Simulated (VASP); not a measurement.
# Si (Im-3m) in VASP: further runs

The runs below take Si through single point, with PBE.

Program: VASP 6.6.1. These are calculated values, not measurements. Logs are shortened: lines on timing, memory, paths and dates and some standing lists are left out, and cuts for length are marked.

### 1 The cell of the first run

The structure is cubic, space group Im-3m (No. 229). The conventional cell has a = 2.670 Å, b = 2.670 Å, c = 2.670 Å, α = 90.00°, β = 90.00°, γ = 90.00°. Si (site symmetry m-3m) has 14 Si at 2.31 to 2.67 Å within 3.1 Å.

### 2 Single point, PBE (volume scaled by 0.65)

INCAR reads:

```
  PREC = Accurate
  ENCUT = 520
  EDIFF = 1E-6
  ISMEAR = -1
  SIGMA = 0.05
  LREAL = False
  LASPH = True
  NELM = 80
  ALGO = Normal
  ISIF = 2
  LWAVE = False
  LCHARG = False
  GGA = PE
  NBANDS = 8
```

KPOINTS reads:

```
Automatic mesh
0
Gamma
  17 17 17
```

POSCAR reads:

```
Si
1.0
   -1.3350286561      1.3350286561      1.3350286561
    1.3350286561     -1.3350286561      1.3350286561
    1.3350286561      1.3350286561     -1.3350286561
Si
1
Direct
    0.0000000000      0.0000000000      0.0000000000
```

Potentials or basis: VASP PAW PBE potentials, release 64 (Si).

Started as:

```console
$ cat potpaw_PBE.64/Si/POTCAR > POTCAR
$ mpirun -np 1 vasp_std > vasp.out
```

OUTCAR:

```text
PREC = Accurate
   ENCUT = 520
   EDIFF = 1E-6
   ISMEAR = -1
   LREAL = False
   LASPH = True
   NELM = 80
   ISIF = 2
   GGA = PE

 ion  position               nearest neighbor table
   1  0.000  0.000  0.000-

  LATTYP: Found a body centered cubic cell.
 ALAT       =     2.6700573122

  Lattice vectors:

 A1 = (  -1.3350286561,   1.3350286561,   1.3350286561)
 A2 = (   1.3350286561,  -1.3350286561,   1.3350286561)
 A3 = (   1.3350286561,   1.3350286561,  -1.3350286561)

Analysis of symmetry for initial positions (statically):
=====================================================================
 Subroutine PRICEL returns:
 Original cell was already a primitive cell.

 Routine SETGRP: Setting up the symmetry group for a
 body centered cubic supercell.

 Subroutine GETGRP returns: Found 48 space group operations
 (whereof 48 operations were pure point group operations)
 out of a pool of 48 trial point group operations.

The static configuration has the point symmetry O_h .

Analysis of symmetry for dynamics (positions and initial velocities):
=====================================================================
 Subroutine PRICEL returns:
 Original cell was already a primitive cell.

 Routine SETGRP: Setting up the symmetry group for a
 body centered cubic supercell.

 Subroutine GETGRP returns: Found 48 space group operations
 (whereof 48 operations were pure point group operations)
 out of a pool of 48 trial point group operations.

The dynamic configuration has the point symmetry O_h .

 Subroutine INISYM returns: Found 48 space group operations
 (whereof 48 operations are pure point group operations),
 and found     1 'primitive' translations

----------------------------------------------------------------------------------------

                                     Primitive cell

  volume of cell :       9.5177

  direct lattice vectors                    reciprocal lattice vectors
    -1.335028656  1.335028656  1.335028656     0.000000000  0.374523796  0.374523796
     1.335028656 -1.335028656  1.335028656     0.374523796  0.000000000  0.374523796
     1.335028656  1.335028656 -1.335028656     0.374523796  0.374523796  0.000000000

  length of vectors
     2.312337462  2.312337462  2.312337462     0.529656632  0.529656632  0.529656632

  position of ions in fractional coordinates (direct lattice)
     0.000000000  0.000000000  0.000000000

  ion indices of the primitive-cell ions
   primitive index   ion index
                 1           1

----------------------------------------------------------------------------------------

 KPOINTS: Automatic mesh

Automatic generation of k-mesh.
 Grid dimensions read from file:
 generate k-points for:   17   17   17

 Generating k-lattice:

  Cartesian coordinates                     Fractional coordinates (reciprocal lattice)
     0.000000000  0.022030812  0.022030812     0.058823529  0.000000000  0.000000000
     0.022030812  0.000000000  0.022030812     0.000000000  0.058823529  0.000000000
     0.022030812  0.022030812  0.000000000     0.000000000  0.000000000  0.058823529

  Length of vectors
     0.031156272  0.031156272  0.031156272

  Shift w.r.t. Gamma in fractional coordinates (k-lattice)
     0.000000000  0.000000000  0.000000000

 Subroutine IBZKPT returns following result:
 ===========================================

 Found    165 irreducible k-points:

 Following reciprocal coordinates:
            Coordinates               Weight
  0.000000  0.000000  0.000000      1.000000
  0.058824  0.000000  0.000000     12.000000
  0.117647  0.000000  0.000000     12.000000
  0.176471  0.000000  0.000000     12.000000
  0.235294  0.000000  0.000000     12.000000
  0.294118  0.000000  0.000000     12.000000
[... 16 lines left out ...]
  0.411765  0.117647  0.000000     48.000000
  0.176471  0.176471  0.000000     24.000000
 [... further k-points ...]
   k-points           NKPTS =    165   k-points in BZ     NKDIM =    165   number of bands    NBANDS=      8
   number of dos      NEDOS =    301   number of ions     NIONS =      1
   total plane-waves  NPLWV =   5832
   dimension x,y,z NGX =    18 NGY =   18 NGZ =   18
   dimension x,y,z NGXF=    36 NGYF=   36 NGZF=   36
   ions per type =               1
   NGX,Y,Z   is equivalent  to a cutoff of  12.94, 12.94, 12.94 a.u.
   NGXF,Y,Z  is equivalent  to a cutoff of  25.88, 25.88, 25.88 a.u.
 SYSTEM =  unknown system
   PREC   = accura    normal or accurate (medium, high low for compatibility)
   ISTART =      0    job   : 0-new  1-cont  2-samecut
   ICHARG =      2    charge: 1-file 2-atom 10-const
   ISPIN  =      1    spin polarized calculation?
   LNONCOLLINEAR =      F non collinear calculations
   LSORBIT =      F    spin-orbit coupling
   LASPH  =      T    aspherical Exc in radial PAW
   ENCUT  =  520.0 eV  38.22 Ry    6.18 a.u.   4.30  4.30  4.30*2*pi/ulx,y,z
   NELM   =     80;   NELMIN=  2; NELMDL= -5     # of ELM steps
   EDIFF  = 0.1E-05   stopping-criterion for ELM
   LREAL  =      F    real-space projection
   EDIFFG = 0.1E-04   stopping-criterion for IOM
   NSW    =      0    number of steps for IOM
   IBRION =     -1    ionic relax: 0-MD 1-quasi-New 2-CG
   NFREE  =      0    steps in history (QN), initial steepest desc. (CG)
   ISIF   =      2    stress and relaxation
   ISYM   =      2    0-nonsym 1-usesym 2-fastsym
   POTIM  = 0.5000    time-step for ionic-motion
   TEBEG  =    0.0;   TEEND  =   0.0 temperature during run
   PSTRESS=    0.0 pullay stress
   NELECT =       4.0000    total number of electrons
   NUPDOWN=      -1.0000    fix difference up-down
   EMIN   =  10.00;   EMAX   =-10.00  energy-range for DOS
   EFERMI =   0.00;   METHOD = LEGACY
   ISMEAR =    -1;   SIGMA  =   0.05  broadening in eV -4-tet -1-fermi 0-gaus
   EFERMI_NEDOS =   21; number of points for ismear=-14 and -15
   IALGO  =     38    algorithm
   IMIX   =      4    mixing-type and parameters
     AMIX     =   0.40;   BMIX     =  1.00
     AMIX_MAG =   1.60;   BMIX_MAG =  1.00
  volume/ion in A,a.u.               =       9.52        64.23
  Fermi-wavevector in a.u.,A,eV,Ry     =   1.226265  2.317304 20.459424  1.503725
  Thomas-Fermi vector in A             =   2.361272
   LORBIT       =      0    0 simple, 1 ext, 2 COOP (PROOUT), +10 PAW based schemes
   GGA     = PE    functional components
   LHFCALC =     F    Hartree Fock is set to
   AEXX    =    0.0000 exact exchange contribution
   IVDW    =     0    specifies the selected vdW correction
   LEPSILON=     F    determine dielectric tensor
   LRPA    =     F    only Hartree local field effects (RPA)
 non-spin polarized calculation
  energy-cutoff  :      520.00
  volume of cell :        9.52
 maximum number of plane-waves:       263
 NGX is ok and might be reduce to    18
   NGX =  9   NGY =  9   NGZ =  9

 number of electron       4.0000000 magnetization

 Free energy of the ion-electron system (eV)
  ---------------------------------------------------
  ext. energy  EPLUGINS =         0.00000000
  ---------------------------------------------------
  free energy    TOTEN  =        -3.81074788 eV

  energy without entropy =       -3.80820520  energy(sigma->0) =       -3.80947654

 E-fermi :  16.5498     XC(G=0): -12.9742

 val. band max:       16.5297852293   @ k =   0.1765   0.1765   0.1176
 cond. band min:      16.5703452702   @ k =  -0.4118   0.4118   0.4118
 fundamental gap:      0.0405600410
 Fermi energy:        16.5497524556

 k-point     1 :       0.0000    0.0000    0.0000
  band No.  band energies     occupation
      1      -2.1935      2.00000
      2      31.2107      0.00000
      3      31.2107      0.00000
      4      31.2107      0.00000
      5      34.8833      0.00000
      6      34.8833      0.00000
      7      34.8833      0.00000
      8      35.9754      0.00000

 k-point     2 :       0.0588    0.0000    0.0000
  band No.  band energies     occupation
      1      -2.0527      2.00000
      2      29.8338      0.00000
      3      30.5530      0.00000
      4      30.6855      0.00000
      5      34.0221      0.00000
      6      34.8054      0.00000
      7      35.3573      0.00000
      8      35.7713      0.00000

 k-point     3 :       0.1176    0.0000    0.0000
  band No.  band energies     occupation
      1      -1.6313      2.00000
      2      26.8552      0.00000
      3      29.3695      0.00000
      4      29.5090      0.00000
      5      32.6427      0.00000
      6      33.7829      0.00000
      7      35.9651      0.00000
      8      36.8006      0.00000

 k-point     4 :       0.1765    0.0000    0.0000
  band No.  band energies     occupation
      1      -0.9315      2.00000
      2      23.5197      0.00000
      3      28.1947      0.00000
      4      28.2209      0.00000
      5      31.3176      0.00000
      6      32.8649      0.00000
      7      36.8517      0.00000
      8      37.3481      0.00000

 k-point     5 :       0.2353    0.0000    0.0000
  band No.  band energies     occupation
      1       0.0425      2.00000
      2      20.2258      0.00000
      3      26.9804      0.00000
      4      27.2311      0.00000
      5      30.1690      0.00000
      6      32.0165      0.00000
      7      37.9610      0.00000
      8      38.0503      0.00000
[... 177 lines left out ...]
 k-point    22 :       0.3529    0.1176   -0.0000
  band No.  band energies     occupation
      1       4.9393      2.00000
      2      11.8180      2.00000
      3      20.4798      0.00000
      4      24.9466      0.00000
      5      29.9650      0.00000
      6      33.8378      0.00000
      7      38.6774      0.00000
      8      43.1596      0.00000

 k-point    23 :       0.4118    0.1176    0.0000
  band No.  band energies     occupation
      1       6.8518      2.00000
      2       9.4306      2.00000
      3      20.2255      0.00000
      4      24.7198      0.00000
      5      29.7318      0.00000
      6      33.7187      0.00000
      7      39.7986      0.00000
      8      42.5723      0.00000

 k-point    24 :       0.1765    0.1765    0.0000
  band No.  band energies     occupation
      1       1.5600      2.00000
      2      18.8623      0.00000
      3      20.1365      0.00000
      4      26.0066      0.00000
      5      32.3119      0.00000
      6      33.4664      0.00000
      7      39.0318      0.00000
      8      39.1295      0.00000

 [... further k-points ...]
[... 5 lines left out ...]
  --------------------------------------------------------------------------------------
  -------------------------------------------------------------------------------------
  Total        5.8593564      5.8593564      5.8593564      0.0000000      0.0000000      0.0000000
  in kB      986.3447618    986.3447618    986.3447618      0.0000000      0.0000000      0.0000000
  external PRESSURE =     986.3447618 kB  Pullay stress =       0.0000000 kB

 VOLUME and BASIS-vectors are now :
 -----------------------------------------------------------------------------
  energy-cutoff  :      520.00
  volume of cell :        9.52
      direct lattice vectors                 reciprocal lattice vectors
    -1.335028656  1.335028656  1.335028656     0.000000000  0.374523796  0.374523796
     1.335028656 -1.335028656  1.335028656     0.374523796  0.000000000  0.374523796
     1.335028656  1.335028656 -1.335028656     0.374523796  0.374523796  0.000000000

 POSITION                                       TOTAL-FORCE (eV/Angst)
 -----------------------------------------------------------------------------------
      0.00000      0.00000      0.00000        -0.000000     -0.000000      0.000000
 -----------------------------------------------------------------------------------
    total drift:                                0.000000      0.000000      0.000000

  FREE ENERGIE OF THE ION-ELECTRON SYSTEM (eV)
  ---------------------------------------------------
  free  energy   TOTEN  =        -3.8107478836 eV

  energy  without entropy=       -3.8082052047  energy(sigma->0) =       -3.80947654
```

Run time: 3.9 s. Hardware: 1 thread of Intel Xeon 6975P-C (Granite Rapids), shared host; peak memory 0.12 GiB.

What came out:

- Free energy: -3.8107 eV
- Pressure: 98.6 GPa
- Band gap on the k mesh: zero (band 2 reaches 31.21 eV, above the bottom of band 3 at 12.37 eV)

Levels at points of the mesh, in eV from the Fermi level:
```
           k point  band 1  band 2  band 3  band 4  band 5  band 6  band 7
(0.00, 0.00, 0.00)  -18.74   14.66   14.66   14.66   18.33   18.33   18.33
```

### 3 Single point, PBE (volume scaled by 0.75)

INCAR reads:

```
PREC     = Accurate       # precision mode
ENCUT    = 520            # plane-wave cutoff, eV
EDIFF    = 1E-6           # SCF threshold, eV
ISMEAR   = -1             # smearing method
SIGMA    = 0.05           # smearing width, eV
LREAL    = False          # projectors in reciprocal space
LASPH    = True           # aspherical terms in the spheres
NELM     = 100            # most SCF steps
ALGO     = Normal         # electronic algorithm
ISIF     = 2              # what is computed and relaxed
LWAVE    = False          # write WAVECAR
LCHARG   = True           # write CHGCAR
GGA      = PE             # functional
LELF     = True           # ELF
LVHAR    = True         
NBANDS   = 8              # bands
```

KPOINTS is that of step 2.

POSCAR reads:

```
Si
1.0
   -1.4002531449      1.4002531449      1.4002531449
    1.4002531449     -1.4002531449      1.4002531449
    1.4002531449      1.4002531449     -1.4002531449
Si
1
Direct
    0.0000000000      0.0000000000      0.0000000000
```

Potentials or basis: VASP PAW PBE potentials, release 64 (Si).

Started as:

```console
$ cat potpaw_PBE.64/Si/POTCAR > POTCAR
$ mpirun -np 1 vasp_std > vasp.out
```

Wall time 4.4 s (1 thread of Intel Xeon 6975P-C (Granite Rapids), shared host); peak memory 0.12 GiB.

The run converged. Its results:

```
Free energy            : -4.4650 eV
Pressure               : 49.2 GPa
Band gap on the k mesh : zero (band 2 reaches 28.00 eV, above the bottom of band 3 at 9.92 eV)
```

Levels at points of the mesh, in eV from the Fermi level:
```tsv
k point	band 1	band 2	band 3	band 4	band 5
(0.00, 0.00, 0.00)	-17.08	13.93	13.93	13.93	15.71
```
